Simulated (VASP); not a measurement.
# W5C (P-6m2) in VASP: a series of runs

The runs below take W5C through single point, relaxation of cell and atoms, with PBE.

Program: VASP 6.6.1. These are calculated values, not measurements. Logs are shortened: lines on timing, memory, paths and dates and some standing lists are left out, and cuts for length are marked.

## 1. The cell of the first run

The structure is hexagonal, space group P-6m2 (No. 187). The conventional cell has a = 2.835 Å, b = 2.835 Å, c = 12.583 Å, α = 90.00°, β = 90.00°, γ = 120.00°. Within 2.9 Å of W (site symmetry 3m) lie 3 C at 2.17 Å and 7 W at 2.84 to 2.86 Å. W (site symmetry 3m) has 12 W at 2.84 to 2.94 Å within 3.7 Å. Within 3.7 Å of W (site symmetry -6m2) lie 12 W at 2.84 to 2.93 Å. Within 2.9 Å of C (site symmetry -6m2) lie 6 W at 2.17 Å and 6 C at 2.84 Å.

## 2. Single point, PBE

File INCAR:

```
ALGO = Normal
EDIFF = 1E-6
ENCUT = 520
GGA = PE
ISIF = 2
ISMEAR = 0
LASPH = T
LCHARG = F
LREAL = F
LWAVE = F
NBANDS = 46
NELM = 80
PREC = Accurate
SIGMA = 0.1
```

File KPOINTS:

```
k-points
0
Gamma
  12 12 4
```

File POSCAR:

```
W5C
1.0
    2.8350045286      0.0000000000      0.0000000000
   -1.4175022643      2.4551859416      0.0000000000
    0.0000000000      0.0000000000     12.5827829607
W C
5 1
Direct
    0.0000000000      0.0000000000      0.1135170227
    0.0000000000      0.0000000000      0.8864829773
    0.3333333333      0.6666666667      0.6928107720
    0.3333333333      0.6666666667      0.3071892280
    0.6666666667      0.3333333333      0.5000000000
    0.3333333333      0.6666666667      0.0000000000
```

Potentials or basis: VASP PAW PBE potentials, release 64 (W_sv, C).

Started as:

```
cat potpaw_PBE.64/W_sv/POTCAR potpaw_PBE.64/C/POTCAR > POTCAR
mpirun -np 1 vasp_std > vasp.out
```

OUTCAR:

```text
EDIFF = 1E-6
   ENCUT = 520
   GGA = PE
   ISIF = 2
   ISMEAR = 0
   LASPH = T
   LREAL = F
   NELM = 80
   PREC = Accurate

 ion  position               nearest neighbor table
   1  0.000  0.000  0.114-   6 2.17   6 2.17   6 2.17   2 2.86   4 2.94   4 2.94   4 2.94
   2  0.000  0.000  0.886-   6 2.17   6 2.17   6 2.17   1 2.86   3 2.94   3 2.94   3 2.94
   3  0.333  0.667  0.693-   5 2.93   5 2.93   5 2.93   2 2.94   2 2.94   2 2.94
   4  0.333  0.667  0.307-   5 2.93   5 2.93   5 2.93   1 2.94   1 2.94   1 2.94
   5  0.667  0.333  0.500-   3 2.93   4 2.93   3 2.93   4 2.93   3 2.93   4 2.93
   6  0.333  0.667  0.000-   1 2.17   2 2.17   1 2.17   2 2.17   1 2.17   2 2.17

  LATTYP: Found a hexagonal cell.
 ALAT       =     2.8350045286
 C/A-ratio  =     4.4383643249

  Lattice vectors:

 A1 = (   2.8350045286,   0.0000000000,   0.0000000000)
 A2 = (  -1.4175022643,   2.4551859416,   0.0000000000)
 A3 = (   0.0000000000,   0.0000000000,  12.5827829607)

Analysis of symmetry for initial positions (statically):
=====================================================================
 Subroutine PRICEL returns:
 Original cell was already a primitive cell.

 Routine SETGRP: Setting up the symmetry group for a
 hexagonal supercell.

 Subroutine GETGRP returns: Found 12 space group operations
 (whereof 12 operations were pure point group operations)
 out of a pool of 24 trial point group operations.

The static configuration has the point symmetry D_3h.

Analysis of symmetry for dynamics (positions and initial velocities):
=====================================================================
 Subroutine PRICEL returns:
 Original cell was already a primitive cell.

 Routine SETGRP: Setting up the symmetry group for a
 hexagonal supercell.

 Subroutine GETGRP returns: Found 12 space group operations
 (whereof 12 operations were pure point group operations)
 out of a pool of 24 trial point group operations.

The dynamic configuration has the point symmetry D_3h.

 Subroutine INISYM returns: Found 12 space group operations
 (whereof 12 operations are pure point group operations),
 and found     1 'primitive' translations

[... 96 lines left out ...]
   ISPIN  =      1    spin polarized calculation?
   LNONCOLLINEAR =      F non collinear calculations
   LSORBIT =      F    spin-orbit coupling
   LASPH  =      T    aspherical Exc in radial PAW
   ENCUT  =  520.0 eV  38.22 Ry    6.18 a.u.   5.27  5.27 23.40*2*pi/ulx,y,z
   NELM   =     80;   NELMIN=  2; NELMDL= -5     # of ELM steps
   EDIFF  = 0.1E-05   stopping-criterion for ELM
   LREAL  =      F    real-space projection
   EDIFFG = 0.1E-04   stopping-criterion for IOM
   NSW    =      0    number of steps for IOM
   IBRION =     -1    ionic relax: 0-MD 1-quasi-New 2-CG
   NFREE  =      0    steps in history (QN), initial steepest desc. (CG)
   ISIF   =      2    stress and relaxation
   ISYM   =      2    0-nonsym 1-usesym 2-fastsym
   POTIM  = 0.5000    time-step for ionic-motion
   TEBEG  =    0.0;   TEEND  =   0.0 temperature during run
   PSTRESS=    0.0 pullay stress
   NELECT =      74.0000    total number of electrons
   NUPDOWN=      -1.0000    fix difference up-down
   EMIN   =  10.00;   EMAX   =-10.00  energy-range for DOS
   EFERMI =   0.00;   METHOD = LEGACY
   ISMEAR =     0;   SIGMA  =   0.10  broadening in eV -4-tet -1-fermi 0-gaus
   EFERMI_NEDOS =   21; number of points for ismear=-14 and -15
   IALGO  =     38    algorithm
   IMIX   =      4    mixing-type and parameters
     AMIX     =   0.40;   BMIX     =  1.00
     AMIX_MAG =   1.60;   BMIX_MAG =  1.00
  volume/ion in A,a.u.               =      14.60        98.51
  Fermi-wavevector in a.u.,A,eV,Ry     =   1.547677  2.924686 32.590110  2.395305
  Thomas-Fermi vector in A             =   2.652737
   LORBIT       =      0    0 simple, 1 ext, 2 COOP (PROOUT), +10 PAW based schemes
   GGA     = PE    functional components
   LHFCALC =     F    Hartree Fock is set to
   AEXX    =    0.0000 exact exchange contribution
   IVDW    =     0    specifies the selected vdW correction
   LEPSILON=     F    determine dielectric tensor
   LRPA    =     F    only Hartree local field effects (RPA)
 non-spin polarized calculation
 Gauss-broadening in eV      SIGMA  =   0.10
  energy-cutoff  :      520.00
  volume of cell :       87.58
 maximum number of plane-waves:      2396
 NGX is ok and might be reduce to    24
   NGX = 11   NGY = 11   NGZ = 47

 number of electron      74.0000010 magnetization

 Free energy of the ion-electron system (eV)
  ---------------------------------------------------
  ext. energy  EPLUGINS =         0.00000000
  ---------------------------------------------------
  free energy    TOTEN  =       -72.18464572 eV

  energy without entropy =      -72.15800210  energy(sigma->0) =      -72.17132391

 E-fermi :  10.5373     XC(G=0): -13.4444

 val. band max:       10.5294458670   @ k =   0.4167   0.0000   0.2500
 cond. band min:      10.5422339701   @ k =   0.4167   0.0833   0.0000
 fundamental gap:      0.0127881031
 Fermi energy:        10.5372625620

 k-point     1 :       0.0000    0.0000    0.0000
  band No.  band energies     occupation
      1     -63.4225      2.00000
      2     -63.4035      2.00000
      3     -63.2567      2.00000
      4     -63.2048      2.00000
      5     -63.1912      2.00000
      6     -28.0390      2.00000
[... 1165 lines left out ...]
     45      13.9409      0.00000
     46      14.1421      0.00000

 [... further k-points ...]
[... 5 lines left out ...]
  --------------------------------------------------------------------------------------
  -------------------------------------------------------------------------------------
  Total        0.3208435      0.3208435      0.3391145      0.0000000     -0.0000000      0.0000000
  in kB        5.8693364      5.8693364      6.2035757      0.0000000     -0.0000000      0.0000000
  external PRESSURE =       5.9807495 kB  Pullay stress =       0.0000000 kB

 VOLUME and BASIS-vectors are now :
 -----------------------------------------------------------------------------
  energy-cutoff  :      520.00
  volume of cell :       87.58
      direct lattice vectors                 reciprocal lattice vectors
     2.835004529  0.000000000  0.000000000     0.352733123  0.203650563  0.000000000
    -1.417502264  2.455185942  0.000000000     0.000000000  0.407301127  0.000000000
     0.000000000  0.000000000 12.582782961     0.000000000  0.000000000  0.079473675

 POSITION                                       TOTAL-FORCE (eV/Angst)
 -----------------------------------------------------------------------------------
      0.00000      0.00000      1.42836        -0.000000      0.000000      0.043388
      0.00000      0.00000     11.15442        -0.000000     -0.000000     -0.043388
     -0.00000      1.63679      8.71749        -0.000000      0.000000      0.000579
     -0.00000      1.63679      3.86530        -0.000000      0.000000     -0.000579
      1.41750      0.81840      6.29139         0.000000      0.000000      0.000000
     -0.00000      1.63679      0.00000        -0.000000     -0.000000      0.000000
 -----------------------------------------------------------------------------------
    total drift:                                0.000000     -0.000000     -0.000000

  FREE ENERGIE OF THE ION-ELECTRON SYSTEM (eV)
  ---------------------------------------------------
  free  energy   TOTEN  =       -72.1846457176 eV

  energy  without entropy=      -72.1580020976  energy(sigma->0) =      -72.17132391
```

Run time: 2.4 min. Hardware: 1 thread of Intel Xeon 6975P-C (Granite Rapids), shared host; peak memory 0.33 GiB.

What came out:

| Quantity | Value |
| --- | --- |
| Free energy | -72.1846 eV |
| Pressure | 0.6 GPa |
| Largest force | 0.043 eV/Å |
| Band gap on the k mesh | zero (band 37 reaches 11.29 eV, above the bottom of band 38 at 10.14 eV) |

Forces in eV/Å, atoms in the order of the input:
```
W    0.000  0.000  0.043
W    0.000  0.000 -0.043
W    0.000  0.000  0.001
W    0.000  0.000 -0.001
W    0.000  0.000  0.000
C    0.000  0.000  0.000
```

Caveat: spin-orbit coupling is left out, which moves the levels of the heavy elements.

## 3. Relaxation of cell and atoms, PBE

This run uses another cell than the first one, of 15.38 Å³/atom, 1.054 times its volume.

File INCAR:

```
  ALGO = Normal
  EDIFF = 1E-6
  EDIFFG = -0.08
  ENCUT = 600
  GGA = PE
  IBRION = 2
  ISIF = 3
  ISMEAR = 0
  LASPH = T
  LCHARG = F
  LREAL = F
  LWAVE = F
  NELM = 80
  NSW = 36
  PREC = Accurate
  SIGMA = 0.2
```

File KPOINTS:

```
k-points
0
Gamma
  6 6 2
```

File POSCAR:

```
W5C
1.0
    2.9200000000      0.0000000000      0.0000000000
   -1.4600000000      2.5287941800      0.0000000000
    0.0000000000      0.0000000000     12.5000000000
W C
5 1
Direct
    0.0000000000      0.0000000000      0.1140000000
    0.0000000000      0.0000000000      0.8860000000
    0.3333333300      0.6666666700      0.6930000000
    0.3333333300      0.6666666700      0.3070000000
    0.6666666700      0.3333333300      0.5000000000
    0.3333333300      0.6666666700      0.0000000000
```

Potentials or basis: VASP PAW PBE potentials, release 64 (W_sv, C).

Started as:

```
cat potpaw_PBE.64/W_sv/POTCAR potpaw_PBE.64/C/POTCAR > POTCAR
mpirun -np 1 vasp_std > vasp.out
```

OUTCAR:

```text
EDIFF = 1E-6
   EDIFFG = -0.08
   ENCUT = 600
   GGA = PE
   IBRION = 2
   ISIF = 3
   ISMEAR = 0
   LASPH = T
   LREAL = F
   NELM = 80
   NSW = 36
   PREC = Accurate

 ion  position               nearest neighbor table
   1  0.000  0.000  0.114-   6 2.21   6 2.21   6 2.21   2 2.85   4 2.94   4 2.94   4 2.94
   2  0.000  0.000  0.886-   6 2.21   6 2.21   6 2.21   1 2.85   3 2.94   3 2.94   3 2.94
   3  0.333  0.667  0.693-   5 2.94   2 2.94   5 2.94   2 2.94   2 2.94   5 2.94
   4  0.333  0.667  0.307-   5 2.94   1 2.94   5 2.94   1 2.94   1 2.94   5 2.94
   5  0.667  0.333  0.500-   3 2.94   4 2.94   3 2.94   4 2.94   3 2.94   4 2.94
   6  0.333  0.667  0.000-   1 2.21   2 2.21   1 2.21   2 2.21   1 2.21   2 2.21

  LATTYP: Found a hexagonal cell.
 ALAT       =     2.9200000000
 C/A-ratio  =     4.2808219178

  Lattice vectors:

 A1 = (   2.9200000000,   0.0000000000,   0.0000000000)
[... 958 lines left out ...]

[... ionic steps 4 to 8 ...]

--------------------------------------- Ionic step        9  -------------------------------------------

 number of electron      74.0000008 magnetization

------------------------ aborting loop because EDIFF is reached ----------------------------------------
[... 75 lines left out ...]
--------------------------------------- Ionic step       11  -------------------------------------------

 number of electron      74.0000010 magnetization

 Free energy of the ion-electron system (eV)
  ---------------------------------------------------
  ext. energy  EPLUGINS =         0.00000000
  ---------------------------------------------------
  free energy    TOTEN  =       -72.16417366 eV

  energy without entropy =      -72.06066880  energy(sigma->0) =      -72.11242123

 E-fermi :  10.4746     XC(G=0): -13.4188

 val. band max:       10.4553156959   @ k =   0.3333  -0.0000   0.5000
 cond. band min:      10.5127948859   @ k =   0.3333   0.1667   0.5000
 fundamental gap:      0.0574791900
 Fermi energy:        10.4746242413

 k-point     1 :       0.0000    0.0000    0.0000
  band No.  band energies     occupation
      1     -63.5515      2.00000
      2     -63.5327      2.00000
      3     -63.3371      2.00000
      4     -63.2913      2.00000
      5     -63.2764      2.00000
      6     -28.1386      2.00000
[... 680 lines left out ...]
  FREE ENERGIE OF THE ION-ELECTRON SYSTEM (eV)
  ---------------------------------------------------
  free  energy   TOTEN  =       -72.1641736622 eV

  energy  without entropy=      -72.0606688038  energy(sigma->0) =      -72.11242123

 reached required accuracy - stopping structural energy minimisation
```

Run time: 6.1 min. Hardware: 1 thread of Intel Xeon 6975P-C (Granite Rapids), shared host; peak memory 0.27 GiB.

What came out:

* Free energy: -72.1642 eV
* Relaxed volume: 14.67 Å³/atom
* Relaxed cell: a = 2.839 Å, b = 2.839 Å, c = 12.613 Å, α = 90.00°, β = 90.00°, γ = 120.00°
* Space group after relaxing (to 0.05 Å): P-6m2 (No. 187)
* Energy gained by relaxing: 48.6 meV/atom
* Ionic steps: 11
* Pressure after relaxing: 0.1 GPa
* Largest force after relaxing: 0.043 eV/Å
* Band gap on the k mesh: zero (band 37 reaches 11.21 eV, above the bottom of band 38 at 10.14 eV)

Forces on the atoms (eV/Å):
```
W    0.000  0.000  0.006
W    0.000  0.000 -0.006
W    0.000  0.000  0.043
W    0.000  0.000 -0.043
W    0.000  0.000  0.000
C    0.000  0.000  0.000
```

Stress tensor (GPa, compression positive):
```
-0.02  0.00  0.00
 0.00 -0.02  0.00
 0.00  0.00  0.19
```

The path:
| step | energy change (eV) | largest force (eV/Å) | pressure (GPa) | volume (Å³) |
| --- | --- | --- | --- | --- |
| 1 | 0.0000 | 0.2048 | -13.54 | 92.30 |
| 2 | 1.8572 | 1.5356 | 62.51 | 75.91 |
| 3 | -0.2541 | 0.1267 | 0.44 | 87.79 |
| 4 | -0.2554 | 0.1230 | 1.39 | 87.53 |
| 5 | -0.2555 | 0.1304 | 1.73 | 87.43 |
| 6 | -0.2710 | 0.4401 | 0.17 | 87.94 |
| 7 | -0.2891 | 0.2253 | 0.74 | 87.74 |
| 8 | -0.2899 | 0.0558 | -1.38 | 88.43 |
| 9 | -0.2911 | 0.1176 | -0.46 | 88.13 |
| 10 | -0.2914 | 0.0958 | 0.39 | 87.95 |
| 11 | -0.2917 | 0.0434 | 0.05 | 88.02 |

Final structure:
```
W C
1.0
     2.83871    0.00000    0.00000
    -1.41935    2.45839    0.00000
     0.00000    0.00000   12.61302
W C
5 1
Direct
  0.00000 0.00000 0.11333
  0.00000 0.00000 0.88667
  0.33333 0.66667 0.69253
  0.33333 0.66667 0.30747
  0.66667 0.33333 0.50000
  0.33333 0.66667 0.00000
```

Levels at points of the mesh, in eV from the Fermi level:
| k point | band 34 | band 35 | band 36 | band 37 | band 38 | band 39 | band 40 | band 41 |
| --- | --- | --- | --- | --- | --- | --- | --- | --- |
| (0.00, 0.00, 0.00) | -0.66 | -0.42 | -0.42 | -0.31 | -0.31 | -0.13 | -0.13 | 0.71 |
| (0.50, 0.00, 0.00) | -0.59 | -0.17 | -0.14 | 0.74 | 1.23 | 1.35 | 1.66 | 4.14 |
| (0.00, 0.00, 0.50) | -0.70 | -0.37 | -0.37 | -0.34 | -0.34 | -0.05 | -0.05 | 0.62 |
| (0.50, 0.00, 0.50) | -0.72 | -0.14 | 0.06 | 0.56 | 0.74 | 1.35 | 2.97 | 3.11 |

Caveat: the k points lie up to 0.43 Å⁻¹ apart in the final cell; spin-orbit coupling is left out, which moves the levels of the heavy elements; the relaxation stopped at a loose force limit of 0.08 eV/Å, so its end isn't a converged minimum.
